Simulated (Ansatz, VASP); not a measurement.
**One calculation of Cu, two programs**

```
CELL_PARAMETERS angstrom
0.00000 1.83788 1.87501
1.83788 0.00000 1.87501
1.83788 1.83788 0.00000
ATOMIC_POSITIONS crystal
Cu 0.00000 0.00000 0.00000
```

Alike in both runs: task relaxation of cell and atoms; functional PBE; k mesh 8 × 8 × 8; no spin polarisation.

|  | VASP | Ansatz |
| --- | --- | --- |
| version | VASP 6.6.1 | Ansatz 0.2 development build |
| potentials or method | VASP PAW PBE potentials, release 64 (Cu) | scalar-relativistic |
| plane-wave cutoff (eV) | 600 | 1252 |
| occupations | fermi-dirac, width 0.1 eV | fermi-dirac |

|  | VASP | Ansatz | Ansatz less VASP |
| --- | --- | --- | --- |
| relaxed volume (Å³/atom) | 12.07 | 12.01 | -0.056 |
| relaxed cell length with the largest relative difference (Å) | 2.576 | 2.571 | -0.0057 |

Ansatz's warnings: cutoff auto derived.

The k mesh is coarse, so the values compare programs but aren't converged.
